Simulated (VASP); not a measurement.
# Cd3Ga (I4/mmm) in VASP: single point with LDA

Aim: the single point of Cd3Ga with LDA.

All numbers are computed with VASP 6.6.1; they aren't measurements. Logs are shortened: lines on timing, memory, paths and dates and some standing lists are left out, and cuts for length are marked.

### 1 The cell of the first run

Symmetry: I4/mmm, No. 139, tetragonal system. The conventional cell has a = 4.382 Å, b = 4.382 Å, c = 8.760 Å, α = 90.00°, β = 90.00°, γ = 90.00°. Cd (site symmetry -4m2) has 8 Cd at 3.10 Å and 4 Ga at 3.10 Å within 4.1 Å. Within 4.1 Å of Cd (site symmetry 4/mmm) lie 8 Cd at 3.10 Å and 4 Ga at 3.10 Å. Within 4.1 Å of Ga (site symmetry 4/mmm) lie 12 Cd at 3.10 Å.

### 2 Single point, LDA

Input file INCAR:

```
SYSTEM = Cd3Ga
PREC = Accurate ; ENCUT = 520
EDIFF = 1E-6 ; ISMEAR = 0
SIGMA = 0.05 ; LREAL = .FALSE.
LASPH = .TRUE. ; NELM = 100
ALGO = Fast ; ISIF = 2
LWAVE = .FALSE. ; LCHARG = .FALSE.
GGA = CA ; NBANDS = 32
```

Input file KPOINTS:

```
Automatic mesh
0
G
  10 10 10
  0 0 0
```

Input file POSCAR:

```
Cd3Ga
1.0
    4.3817254000      0.0000000000      0.0000000000
    0.0000000000      4.3817254000      0.0000000000
   -2.1908627000     -2.1908627000      4.3802000600
Cd Ga
3 1
Direct
    0.2500000000      0.7500000000      0.5000000000
    0.7500000000      0.2500000000      0.5000000000
    0.5000000000      0.5000000000      0.0000000000
    0.0000000000      0.0000000000      0.0000000000
```

Potentials or basis: VASP PAW LDA potentials, release 64 (Cd, Ga_d).

The run is started by

```console
> cat potpaw_LDA.64/Cd/POTCAR potpaw_LDA.64/Ga_d/POTCAR > POTCAR
> mpirun -np 1 vasp_std > vasp.out
```

OUTCAR:

```text
SYSTEM = Cd3Ga
   PREC = Accurate
   ENCUT = 520
   EDIFF = 1E-6
   ISMEAR = 0
   LREAL = .FALSE.
   LASPH = .TRUE.
   NELM = 100
   ISIF = 2
   GGA = CA

 ion  position               nearest neighbor table
   1  0.250  0.750  0.500-   4 3.10   3 3.10   3 3.10   4 3.10   3 3.10   4 3.10   4 3.10   3 3.10
                             2 3.10   2 3.10   2 3.10   2 3.10
   2  0.750  0.250  0.500-   3 3.10   4 3.10   3 3.10   4 3.10   3 3.10   4 3.10   3 3.10   4 3.10
                             1 3.10   1 3.10   1 3.10   1 3.10
   3  0.500  0.500  0.000-   1 3.10   2 3.10   1 3.10   2 3.10   1 3.10   2 3.10   1 3.10   2 3.10
                             4 3.10   4 3.10   4 3.10   4 3.10
   4  0.000  0.000  0.000-   2 3.10   1 3.10   1 3.10   2 3.10   1 3.10   2 3.10   2 3.10   1 3.10
                             3 3.10   3 3.10   3 3.10   3 3.10

  LATTYP: Found a body centered tetragonal cell.
 ALAT       =     4.3817254000
 C/A-ratio  =     1.9993037720

  Lattice vectors:

 A1 = (   2.1908627000,  -2.1908627000,  -4.3802000600)
 A2 = (  -2.1908627000,   2.1908627000,  -4.3802000600)
 A3 = (   2.1908627000,   2.1908627000,   4.3802000600)

Analysis of symmetry for initial positions (statically):
=====================================================================
 Subroutine PRICEL returns:
 Original cell was already a primitive cell.

 Routine SETGRP: Setting up the symmetry group for a
 body centered tetragonal supercell.

 Subroutine GETGRP returns: Found 16 space group operations
 (whereof 16 operations were pure point group operations)
 out of a pool of 16 trial point group operations.

The static configuration has the point symmetry D_4h.

Analysis of symmetry for dynamics (positions and initial velocities):
=====================================================================
 Subroutine PRICEL returns:
 Original cell was already a primitive cell.

 Routine SETGRP: Setting up the symmetry group for a
 body centered tetragonal supercell.

 Subroutine GETGRP returns: Found 16 space group operations
 (whereof 16 operations were pure point group operations)
 out of a pool of 16 trial point group operations.

The dynamic configuration has the point symmetry D_4h.

 Subroutine INISYM returns: Found 16 space group operations
 (whereof 16 operations are pure point group operations),
 and found     1 'primitive' translations

----------------------------------------------------------------------------------------

                                     Primitive cell

  volume of cell :      84.0977

  direct lattice vectors                    reciprocal lattice vectors
     4.381725400  0.000000000  0.000000000     0.228220600  0.000000000  0.114150037
     0.000000000  4.381725400  0.000000000     0.000000000  0.228220600  0.114150037
    -2.190862700 -2.190862700  4.380200060     0.000000000  0.000000000  0.228300074

  length of vectors
     4.381725400  4.381725400  5.365250349     0.255176161  0.255176161  0.228300074

  position of ions in fractional coordinates (direct lattice)
     0.250000000  0.750000000  0.500000000
     0.750000000  0.250000000  0.500000000
     0.500000000  0.500000000  0.000000000
     0.000000000  0.000000000  0.000000000

  ion indices of the primitive-cell ions
   primitive index   ion index
                 1           1
                 2           2
                 3           3
                 4           4

----------------------------------------------------------------------------------------

 KPOINTS: Automatic mesh

Automatic generation of k-mesh.
 Grid dimensions read from file:
 generate k-points for:   10   10   10

 Generating k-lattice:

  Cartesian coordinates                     Fractional coordinates (reciprocal lattice)
     0.022822060  0.000000000  0.011415004     0.100000000  0.000000000  0.000000000
     0.000000000  0.022822060  0.011415004     0.000000000  0.100000000  0.000000000
     0.000000000  0.000000000  0.022830007     0.000000000  0.000000000  0.100000000

  Length of vectors
     0.025517616  0.025517616  0.022830007

  Shift w.r.t. Gamma in fractional coordinates (k-lattice)
     0.000000000  0.000000000  0.000000000

 Subroutine IBZKPT returns following result:
 ===========================================

 Found    102 irreducible k-points:

 Following reciprocal coordinates:
            Coordinates               Weight
  0.000000  0.000000  0.000000      1.000000
  0.100000  0.000000  0.000000      8.000000
  0.200000  0.000000  0.000000      8.000000
  0.300000  0.000000 -0.000000      8.000000
  0.400000  0.000000  0.000000      8.000000
  0.500000  0.000000  0.000000      4.000000
[... 16 lines left out ...]
  0.300000  0.300000 -0.000000      8.000000
  0.400000  0.300000 -0.000000     16.000000
 [... further k-points ...]
   k-points           NKPTS =    102   k-points in BZ     NKDIM =    102   number of bands    NBANDS=     32
   number of dos      NEDOS =    301   number of ions     NIONS =      4
   total plane-waves  NPLWV =  51840
   dimension x,y,z NGX =    36 NGY =   36 NGZ =   40
   dimension x,y,z NGXF=    72 NGYF=   72 NGZF=   80
   ions per type =               3   1
   NGX,Y,Z   is equivalent  to a cutoff of  13.66, 13.66, 12.39 a.u.
   NGXF,Y,Z  is equivalent  to a cutoff of  27.32, 27.32, 24.79 a.u.
 SYSTEM =  Cd3Ga
   PREC   = accura    normal or accurate (medium, high low for compatibility)
   ISTART =      0    job   : 0-new  1-cont  2-samecut
   ICHARG =      2    charge: 1-file 2-atom 10-const
   ISPIN  =      1    spin polarized calculation?
   LNONCOLLINEAR =      F non collinear calculations
   LSORBIT =      F    spin-orbit coupling
   LASPH  =      T    aspherical Exc in radial PAW
   ENCUT  =  520.0 eV  38.22 Ry    6.18 a.u.   8.15  8.15  9.98*2*pi/ulx,y,z
   NELM   =    100;   NELMIN=  2; NELMDL= -5     # of ELM steps
   EDIFF  = 0.1E-05   stopping-criterion for ELM
   LREAL  =      F    real-space projection
   EDIFFG = 0.1E-04   stopping-criterion for IOM
   NSW    =      0    number of steps for IOM
   IBRION =     -1    ionic relax: 0-MD 1-quasi-New 2-CG
   NFREE  =      0    steps in history (QN), initial steepest desc. (CG)
   ISIF   =      2    stress and relaxation
   ISYM   =      2    0-nonsym 1-usesym 2-fastsym
   POTIM  = 0.5000    time-step for ionic-motion
   TEBEG  =    0.0;   TEEND  =   0.0 temperature during run
   PSTRESS=    0.0 pullay stress
   NELECT =      49.0000    total number of electrons
   NUPDOWN=      -1.0000    fix difference up-down
   EMIN   =  10.00;   EMAX   =-10.00  energy-range for DOS
   EFERMI =   0.00;   METHOD = LEGACY
   ISMEAR =     0;   SIGMA  =   0.05  broadening in eV -4-tet -1-fermi 0-gaus
   EFERMI_NEDOS =   21; number of points for ismear=-14 and -15
   IALGO  =     68    algorithm
   IMIX   =      4    mixing-type and parameters
     AMIX     =   0.40;   BMIX     =  1.00
     AMIX_MAG =   1.60;   BMIX_MAG =  1.00
  volume/ion in A,a.u.               =      21.02       141.88
  Fermi-wavevector in a.u.,A,eV,Ry     =   1.367347  2.583911 25.437970  1.869638
  Thomas-Fermi vector in A             =   2.493408
   LORBIT       =      0    0 simple, 1 ext, 2 COOP (PROOUT), +10 PAW based schemes
   GGA     = CA    functional components
   LHFCALC =     F    Hartree Fock is set to
   AEXX    =    0.0000 exact exchange contribution
   IVDW    =     0    specifies the selected vdW correction
   LEPSILON=     F    determine dielectric tensor
   LRPA    =     F    only Hartree local field effects (RPA)
 non-spin polarized calculation
 RMM-DIIS sequential band-by-band and
 Gauss-broadening in eV      SIGMA  =   0.05
  energy-cutoff  :      520.00
  volume of cell :       84.10
 maximum number of plane-waves:      2328
 NGX is ok and might be reduce to    36
   NGX = 17   NGY = 17   NGZ = 19

 number of electron      48.9999980 magnetization

 Free energy of the ion-electron system (eV)
  ---------------------------------------------------
  ext. energy  EPLUGINS =         0.00000000
  ---------------------------------------------------
  free energy    TOTEN  =        -7.85787579 eV

  energy without entropy =       -7.85598265  energy(sigma->0) =       -7.85692922

 E-fermi :   3.2125     XC(G=0): -11.3416

 val. band max:        3.1758462798   @ k =   0.4000   0.3000   0.1000
 cond. band min:       3.2212451994   @ k =  -0.2000   0.1000  -0.0000
 fundamental gap:      0.0453989196
 Fermi energy:         3.2125309241

 k-point     1 :       0.0000    0.0000    0.0000
  band No.  band energies     occupation
      1     -11.7482      2.00000
      2     -11.7475      2.00000
      3     -11.7433      2.00000
      4     -11.7433      2.00000
      5     -11.7423      2.00000
      6      -6.3367      2.00000
[... 24 lines left out ...]
     31       6.5567      0.00000
     32       9.5721      0.00000

 k-point     2 :       0.1000    0.0000    0.0000
  band No.  band energies     occupation
      1     -11.7478      2.00000
      2     -11.7467      2.00000
      3     -11.7436      2.00000
      4     -11.7433      2.00000
      5     -11.7416      2.00000
      6      -6.2994      2.00000
[... 24 lines left out ...]
     31       7.6426      0.00000
     32       9.1214      0.00000

 k-point     3 :       0.2000    0.0000    0.0000
  band No.  band energies     occupation
      1     -11.7466      2.00000
      2     -11.7454      2.00000
      3     -11.7442      2.00000
      4     -11.7434      2.00000
      5     -11.7393      2.00000
      6      -6.2522      2.00000
[... 24 lines left out ...]
     31       8.2163      0.00000
     32       8.6727      0.00000

 k-point     4 :       0.3000    0.0000   -0.0000
  band No.  band energies     occupation
      1     -11.7460      2.00000
      2     -11.7452      2.00000
      3     -11.7434      2.00000
      4     -11.7434      2.00000
      5     -11.7358      2.00000
      6      -6.2104      2.00000
[... 24 lines left out ...]
     31       7.8368      0.00000
     32       9.9664      0.00000

 k-point     5 :       0.4000    0.0000    0.0000
  band No.  band energies     occupation
      1     -11.7470      2.00000
      2     -11.7442      2.00000
      3     -11.7433      2.00000
      4     -11.7426      2.00000
      5     -11.7327      2.00000
      6      -6.1514      2.00000
[... 584 lines left out ...]
     31      10.0381      0.00000
     32      11.2132      0.00000

 k-point    22 :      -0.2000    0.2000    0.0000
  band No.  band energies     occupation
      1     -11.7473      2.00000
      2     -11.7457      2.00000
      3     -11.7431      2.00000
      4     -11.7407      2.00000
      5     -11.7380      2.00000
      6      -6.2578      2.00000
[... 24 lines left out ...]
     31       9.4274      0.00000
     32       9.7513      0.00000

 k-point    23 :       0.3000    0.3000   -0.0000
  band No.  band energies     occupation
      1     -11.7488      2.00000
      2     -11.7466      2.00000
      3     -11.7460      2.00000
      4     -11.7359      2.00000
      5     -11.7354      2.00000
      6      -6.3276      2.00000
[... 24 lines left out ...]
     31      10.0560      0.00000
     32      10.9138      0.00000

 k-point    24 :       0.4000    0.3000   -0.0000
  band No.  band energies     occupation
      1     -11.7499      2.00000
      2     -11.7480      2.00000
      3     -11.7454      2.00000
      4     -11.7356      2.00000
      5     -11.7327      2.00000
      6      -6.3298      2.00000
[... 24 lines left out ...]
     31      10.5649      0.00000
     32      11.6743      0.00000

 [... further k-points ...]

------------------------ aborting loop because EDIFF is reached ----------------------------------------

  FORCE on cell =-STRESS in cart. coord.  units (eV):
  Direction    XX          YY          ZZ          XY          YZ          ZX
  --------------------------------------------------------------------------------------
  -------------------------------------------------------------------------------------
  Total       -2.3574171     -2.3574171     -1.6807451      0.0000000      0.0000000     -0.0000000
  in kB      -44.9120374    -44.9120374    -32.0205048      0.0000000      0.0000000     -0.0000000
  external PRESSURE =     -40.6148599 kB  Pullay stress =       0.0000000 kB

 VOLUME and BASIS-vectors are now :
 -----------------------------------------------------------------------------
  energy-cutoff  :      520.00
  volume of cell :       84.10
      direct lattice vectors                 reciprocal lattice vectors
     4.381725400  0.000000000  0.000000000     0.228220600  0.000000000  0.114150037
     0.000000000  4.381725400  0.000000000     0.000000000  0.228220600  0.114150037
    -2.190862700 -2.190862700  4.380200060     0.000000000  0.000000000  0.228300074

 POSITION                                       TOTAL-FORCE (eV/Angst)
 -----------------------------------------------------------------------------------
      0.00000      2.19086      2.19010         0.000000     -0.000000     -0.000000
      2.19086      0.00000      2.19010        -0.000000      0.000000      0.000000
      2.19086      2.19086      0.00000        -0.000000     -0.000000     -0.000000
      0.00000      0.00000      0.00000        -0.000000     -0.000000     -0.000000
 -----------------------------------------------------------------------------------
    total drift:                                0.000000     -0.000000      0.000000

  FREE ENERGIE OF THE ION-ELECTRON SYSTEM (eV)
  ---------------------------------------------------
  free  energy   TOTEN  =        -7.8578757926 eV

  energy  without entropy=       -7.8559826548  energy(sigma->0) =       -7.85692922
```

Run time: 7.6 min. Hardware: 1 thread of Intel Xeon 8259CL, shared host; peak memory 0.36 GiB.

Results:

| Property | Result |
| --- | --- |
| Free energy | -7.8579 eV |
| Pressure | -4.1 GPa |
| Band gap on the k mesh | zero (an odd number of electrons rules out a gap without spin polarisation) |

Caveat: the cell stands under tension.
